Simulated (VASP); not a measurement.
# Mo (Im-3m) in VASP: further runs

The runs below take Mo through single point, with LDA.

Program: VASP 6.6.1. These are calculated values, not measurements. Logs are shortened: lines on timing, memory, paths and dates and some standing lists are left out, and cuts for length are marked.

## (1) The cell of the first run

Symmetry: Im-3m, No. 229, cubic system. Conventional cell: a = 3.126 Å, b = 3.126 Å, c = 3.126 Å, α = 90.00°, β = 90.00°, γ = 90.00°. Within 3.6 Å of Mo (site symmetry m-3m) lie 14 Mo at 2.71 to 3.13 Å.

## (2) Single point, LDA

INCAR reads:

```
PREC     = Accurate       # precision mode
ENCUT    = 520            # plane-wave cutoff, eV
EDIFF    = 1E-6           # SCF threshold, eV
ISMEAR   = 1              # smearing method
SIGMA    = 0.1            # smearing width, eV
LREAL    = False          # projectors in reciprocal space
LASPH    = True           # aspherical terms in the spheres
NELM     = 80             # most SCF steps
ALGO     = Normal         # electronic algorithm
ISIF     = 2              # what is computed and relaxed
LWAVE    = False          # write WAVECAR
LCHARG   = False          # write CHGCAR
NBANDS   = 13             # bands
```

KPOINTS reads:

```
regular mesh
0
Gamma
  13 13 13
```

POSCAR reads:

```
Mo
1.0
   -1.5628548496      1.5628548496      1.5628548496
    1.5628548496     -1.5628548496      1.5628548496
    1.5628548496      1.5628548496     -1.5628548496
Mo
1
Direct
    0.0000000000      0.0000000000      0.0000000000
```

Potentials or basis: VASP PAW LDA potentials, release 64 (Mo_sv).

Launch:

```console
cat potpaw_LDA.64/Mo_sv/POTCAR > POTCAR
mpirun -np 1 vasp_std > vasp.out
```

OUTCAR:

```text
PREC = Accurate
   ENCUT = 520
   EDIFF = 1E-6
   ISMEAR = 1
   LREAL = False
   LASPH = True
   NELM = 80
   ISIF = 2

 ion  position               nearest neighbor table
   1  0.000  0.000  0.000-

  LATTYP: Found a body centered cubic cell.
 ALAT       =     3.1257096992

  Lattice vectors:

 A1 = (  -1.5628548496,   1.5628548496,   1.5628548496)
 A2 = (   1.5628548496,  -1.5628548496,   1.5628548496)
 A3 = (   1.5628548496,   1.5628548496,  -1.5628548496)

Analysis of symmetry for initial positions (statically):
=====================================================================
 Subroutine PRICEL returns:
 Original cell was already a primitive cell.

 Routine SETGRP: Setting up the symmetry group for a
 body centered cubic supercell.

 Subroutine GETGRP returns: Found 48 space group operations
 (whereof 48 operations were pure point group operations)
 out of a pool of 48 trial point group operations.

The static configuration has the point symmetry O_h .

Analysis of symmetry for dynamics (positions and initial velocities):
=====================================================================
 Subroutine PRICEL returns:
 Original cell was already a primitive cell.

 Routine SETGRP: Setting up the symmetry group for a
 body centered cubic supercell.

 Subroutine GETGRP returns: Found 48 space group operations
 (whereof 48 operations were pure point group operations)
 out of a pool of 48 trial point group operations.

The dynamic configuration has the point symmetry O_h .

 Subroutine INISYM returns: Found 48 space group operations
 (whereof 48 operations are pure point group operations),
 and found     1 'primitive' translations

----------------------------------------------------------------------------------------

                                     Primitive cell

  volume of cell :      15.2692

  direct lattice vectors                    reciprocal lattice vectors
    -1.562854850  1.562854850  1.562854850     0.000000000  0.319927343  0.319927343
     1.562854850 -1.562854850  1.562854850     0.319927343  0.000000000  0.319927343
     1.562854850  1.562854850 -1.562854850     0.319927343  0.319927343  0.000000000

  length of vectors
     2.706944004  2.706944004  2.706944004     0.452445588  0.452445588  0.452445588

  position of ions in fractional coordinates (direct lattice)
     0.000000000  0.000000000  0.000000000

  ion indices of the primitive-cell ions
   primitive index   ion index
                 1           1

----------------------------------------------------------------------------------------

 KPOINTS: regular mesh

Automatic generation of k-mesh.
 Grid dimensions read from file:
 generate k-points for:   13   13   13

 Generating k-lattice:

  Cartesian coordinates                     Fractional coordinates (reciprocal lattice)
     0.000000000  0.024609796  0.024609796     0.076923077  0.000000000  0.000000000
     0.024609796  0.000000000  0.024609796     0.000000000  0.076923077  0.000000000
     0.024609796  0.024609796  0.000000000     0.000000000  0.000000000  0.076923077

  Length of vectors
     0.034803507  0.034803507  0.034803507

  Shift w.r.t. Gamma in fractional coordinates (k-lattice)
     0.000000000  0.000000000  0.000000000

 Subroutine IBZKPT returns following result:
 ===========================================

 Found     84 irreducible k-points:

 Following reciprocal coordinates:
            Coordinates               Weight
  0.000000  0.000000  0.000000      1.000000
  0.076923  0.000000  0.000000     12.000000
  0.153846  0.000000  0.000000     12.000000
  0.230769  0.000000  0.000000     12.000000
  0.307692  0.000000  0.000000     12.000000
  0.384615  0.000000  0.000000     12.000000
[... 16 lines left out ...]
  0.153846  0.076923  0.076923     24.000000
  0.230769  0.076923  0.076923     24.000000
 [... further k-points ...]
   k-points           NKPTS =     84   k-points in BZ     NKDIM =     84   number of bands    NBANDS=     13
   number of dos      NEDOS =    301   number of ions     NIONS =      1
   total plane-waves  NPLWV =   8000
   dimension x,y,z NGX =    20 NGY =   20 NGZ =   20
   dimension x,y,z NGXF=    40 NGYF=   40 NGZF=   40
   ions per type =               1
   NGX,Y,Z   is equivalent  to a cutoff of  12.28, 12.28, 12.28 a.u.
   NGXF,Y,Z  is equivalent  to a cutoff of  24.57, 24.57, 24.57 a.u.
 SYSTEM =  unknown system
   PREC   = accura    normal or accurate (medium, high low for compatibility)
   ISTART =      0    job   : 0-new  1-cont  2-samecut
   ICHARG =      2    charge: 1-file 2-atom 10-const
   ISPIN  =      1    spin polarized calculation?
   LNONCOLLINEAR =      F non collinear calculations
   LSORBIT =      F    spin-orbit coupling
   LASPH  =      T    aspherical Exc in radial PAW
   ENCUT  =  520.0 eV  38.22 Ry    6.18 a.u.   5.03  5.03  5.03*2*pi/ulx,y,z
   NELM   =     80;   NELMIN=  2; NELMDL= -5     # of ELM steps
   EDIFF  = 0.1E-05   stopping-criterion for ELM
   LREAL  =      F    real-space projection
   EDIFFG = 0.1E-04   stopping-criterion for IOM
   NSW    =      0    number of steps for IOM
   IBRION =     -1    ionic relax: 0-MD 1-quasi-New 2-CG
   NFREE  =      0    steps in history (QN), initial steepest desc. (CG)
   ISIF   =      2    stress and relaxation
   ISYM   =      2    0-nonsym 1-usesym 2-fastsym
   POTIM  = 0.5000    time-step for ionic-motion
   TEBEG  =    0.0;   TEEND  =   0.0 temperature during run
   PSTRESS=    0.0 pullay stress
   NELECT =      14.0000    total number of electrons
   NUPDOWN=      -1.0000    fix difference up-down
   EMIN   =  10.00;   EMAX   =-10.00  energy-range for DOS
   EFERMI =   0.00;   METHOD = LEGACY
   ISMEAR =     1;   SIGMA  =   0.10  broadening in eV -4-tet -1-fermi 0-gaus
   EFERMI_NEDOS =   21; number of points for ismear=-14 and -15
   IALGO  =     38    algorithm
   IMIX   =      4    mixing-type and parameters
     AMIX     =   0.40;   BMIX     =  1.00
     AMIX_MAG =   1.60;   BMIX_MAG =  1.00
  volume/ion in A,a.u.               =      15.27       103.04
  Fermi-wavevector in a.u.,A,eV,Ry     =   1.590421  3.005461 34.415122  2.529440
  Thomas-Fermi vector in A             =   2.689119
   LORBIT       =      0    0 simple, 1 ext, 2 COOP (PROOUT), +10 PAW based schemes
   GGA     = CA    functional components
   LHFCALC =     F    Hartree Fock is set to
   AEXX    =    0.0000 exact exchange contribution
   IVDW    =     0    specifies the selected vdW correction
   LEPSILON=     F    determine dielectric tensor
   LRPA    =     F    only Hartree local field effects (RPA)
 non-spin polarized calculation
 Methfessel and Paxton  Order N= 1 SIGMA  =   0.10
  energy-cutoff  :      520.00
  volume of cell :       15.27
 maximum number of plane-waves:       422
   NGX =  9   NGY =  9   NGZ =  9

 number of electron      13.9999997 magnetization

 Free energy of the ion-electron system (eV)
  ---------------------------------------------------
  ext. energy  EPLUGINS =         0.00000000
  ---------------------------------------------------
  free energy    TOTEN  =       -12.13289973 eV

  energy without entropy =      -12.13207892  energy(sigma->0) =      -12.13262612

 E-fermi :  12.9952     XC(G=0): -13.7343

 val. band max:       12.9865361537   @ k =  -0.2308   0.3077   0.0769
 cond. band min:      13.0145251592   @ k =  -0.3846   0.3846   0.2308
 fundamental gap:      0.0279890055
 Fermi energy:        12.9951966877

 k-point     1 :       0.0000    0.0000    0.0000
  band No.  band energies     occupation
      1     -48.0863      2.00000
      2     -21.4701      2.00000
      3     -21.4701      2.00000
      4     -21.4701      2.00000
      5       5.5464      2.00000
      6      11.4294      2.00000
      7      11.4294      2.00000
      8      11.4294      2.00000
      9      14.5220     -0.00000
     10      14.5220     -0.00000
     11      27.7081      0.00000
     12      27.7081      0.00000
     13      27.7081      0.00000

 k-point     2 :       0.0769    0.0000    0.0000
  band No.  band energies     occupation
      1     -48.0696      2.00000
      2     -21.5643      2.00000
      3     -21.4990      2.00000
      4     -21.4708      2.00000
      5       5.8145      2.00000
      6      11.2775      2.00000
      7      11.4023      2.00000
      8      11.6837      2.00000
      9      14.3044     -0.00000
     10      14.5262     -0.00000
     11      27.9086      0.00000
     12      28.1616      0.00000
     13      28.2463      0.00000

 k-point     3 :       0.1538    0.0000    0.0000
  band No.  band energies     occupation
      1     -48.0231      2.00000
      2     -21.8207      2.00000
      3     -21.5784      2.00000
      4     -21.4730      2.00000
      5       6.5336      2.00000
      6      10.8832      2.00000
      7      11.2752      2.00000
      8      12.4268      2.00000
      9      13.9623     -0.00000
     10      14.5574     -0.00000
     11      28.2601      0.00000
     12      29.3388      0.00000
     13      29.4518      0.00000

 k-point     4 :       0.2308    0.0000    0.0000
  band No.  band energies     occupation
      1     -47.9569      2.00000
      2     -22.1713      2.00000
      3     -21.6886      2.00000
      4     -21.4761      2.00000
      5       7.3746      2.00000
      6      10.3817      2.00000
      7      11.1934      2.00000
      8      13.5942     -0.00000
      9      13.9361     -0.00000
     10      14.6521     -0.00000
     11      27.9923      0.00000
     12      29.5474      0.00000
     13      31.4127      0.00000

 k-point     5 :       0.3077    0.0000    0.0000
  band No.  band energies     occupation
      1     -47.8858      2.00000
      2     -22.5311      2.00000
      3     -21.8033      2.00000
      4     -21.4795      2.00000
      5       7.7346      2.00000
      6       9.9036      2.00000
      7      11.7999      2.00000
      8      14.2165     -0.00000
      9      14.8251     -0.00000
     10      15.0588      0.00000
     11      26.8714      0.00000
     12      28.1878      0.00000
     13      33.8405      0.00000
[... 257 lines left out ...]
 k-point    22 :       0.0769    0.0769    0.0769
  band No.  band energies     occupation
      1     -47.9958      2.00000
      2     -21.9930      2.00000
      3     -21.5376      2.00000
      4     -21.5376      2.00000
      5       6.9797      2.00000
      6      10.7341      2.00000
      7      10.7341      2.00000
      8      13.2684     -0.00077
      9      14.2810     -0.00000
     10      14.2810     -0.00000
     11      28.7728      0.00000
     12      29.4739      0.00000
     13      29.4739      0.00000

 k-point    23 :       0.1538    0.0769    0.0769
  band No.  band energies     occupation
      1     -47.9357      2.00000
      2     -22.2852      2.00000
      3     -21.6561      2.00000
      4     -21.5474      2.00000
      5       7.8517      2.00000
      6      10.2334      2.00000
      7      10.4782      2.00000
      8      14.1680     -0.00000
      9      14.5851     -0.00000
     10      14.6763     -0.00000
     11      28.6444      0.00000
     12      29.3530      0.00000
     13      30.2493      0.00000

 k-point    24 :       0.2308    0.0769    0.0769
  band No.  band energies     occupation
      1     -47.8713      2.00000
      2     -22.5644      2.00000
      3     -21.8046      2.00000
      4     -21.5579      2.00000
      5       8.2834      2.00000
      6       9.8055      2.00000
      7      10.9194      2.00000
      8      14.3211     -0.00000
      9      14.8542     -0.00000
     10      16.3303      0.00000
     11      27.3699      0.00000
     12      28.0107      0.00000
     13      31.9946      0.00000

 [... further k-points ...]

------------------------ aborting loop because EDIFF is reached ----------------------------------------

  FORCE on cell =-STRESS in cart. coord.  units (eV):
  Direction    XX          YY          ZZ          XY          YZ          ZX
  --------------------------------------------------------------------------------------
  -------------------------------------------------------------------------------------
  Total       -0.3045897     -0.3045897     -0.3045897      0.0000000     -0.0000000      0.0000000
  in kB      -31.9602267    -31.9602267    -31.9602267      0.0000000     -0.0000000      0.0000000
  external PRESSURE =     -31.9602267 kB  Pullay stress =       0.0000000 kB

 VOLUME and BASIS-vectors are now :
 -----------------------------------------------------------------------------
  energy-cutoff  :      520.00
  volume of cell :       15.27
      direct lattice vectors                 reciprocal lattice vectors
    -1.562854850  1.562854850  1.562854850     0.000000000  0.319927343  0.319927343
     1.562854850 -1.562854850  1.562854850     0.319927343  0.000000000  0.319927343
     1.562854850  1.562854850 -1.562854850     0.319927343  0.319927343  0.000000000

 POSITION                                       TOTAL-FORCE (eV/Angst)
 -----------------------------------------------------------------------------------
      0.00000      0.00000      0.00000         0.000000     -0.000000      0.000000
 -----------------------------------------------------------------------------------
    total drift:                                0.000000     -0.000000      0.000000

  FREE ENERGIE OF THE ION-ELECTRON SYSTEM (eV)
  ---------------------------------------------------
  free  energy   TOTEN  =       -12.1328997264 eV

  energy  without entropy=      -12.1320789160  energy(sigma->0) =      -12.13262612
```

Wall time 5 s (1 thread of Intel Xeon 6975P-C (Granite Rapids), shared host); peak memory 0.12 GiB.

What came out:

```
Free energy            : -12.1329 eV
Pressure               : -3.2 GPa
Band gap on the k mesh : zero (band 7 reaches 16.60 eV, above the bottom of band 8 at 11.43 eV)
```

Levels at points of the mesh, in eV from the Fermi level:
| k point | band 4 | band 5 | band 6 | band 7 | band 8 | band 9 | band 10 | band 11 |
| --- | --- | --- | --- | --- | --- | --- | --- | --- |
| (0.00, 0.00, 0.00) | -34.47 | -7.45 | -1.57 | -1.57 | -1.57 | 1.53 | 1.53 | 14.71 |

## (3) Single point, LDA

This run uses another cell than the first one, of 15.58 Å³/atom, 1.020 times its volume.

INCAR reads:

```
SYSTEM = Mo
PREC = Accurate
ENCUT = 520
EDIFF = 1E-6
ISMEAR = 1
SIGMA = 0.1
LREAL = .False.
LASPH = .True.
NELM = 80
ALGO = Normal
ISIF = 2
LWAVE = .False.
LCHARG = .False.
NBANDS = 13
```

KPOINTS reads:

```
Automatic mesh
0
Gamma
  13 13 13
  0 0 0
```

POSCAR reads:

```
Mo
1.0
   -1.5734150000      1.5734150000      1.5734150000
    1.5734150000     -1.5734150000      1.5734150000
    1.5734150000      1.5734150000     -1.5734150000
Mo
1
Direct
    0.0000000000      0.0000000000      0.0000000000
```

Potentials or basis: VASP PAW LDA potentials, release 64 (Mo_sv).

Launch:

```console
cat potpaw_LDA.64/Mo_sv/POTCAR > POTCAR
mpirun -np 1 vasp_std > vasp.out
```

Wall time 4.9 s (1 thread of Intel Xeon 6975P-C (Granite Rapids), shared host); peak memory 0.12 GiB.

It converged, with:

```yaml
Free_energy: -12.1215 eV
Pressure: -8.6 GPa
Band_gap_on_the_k_mesh: zero (band 7 reaches 16.16 eV, above the bottom of band 8 at 11.14 eV)
```

Levels at points of the mesh, in eV from the Fermi level:
| k point | band 4 | band 5 | band 6 | band 7 | band 8 | band 9 | band 10 | band 11 |
| --- | --- | --- | --- | --- | --- | --- | --- | --- |
| (0.00, 0.00, 0.00) | -34.51 | -7.39 | -1.53 | -1.53 | -1.53 | 1.49 | 1.49 | 14.68 |
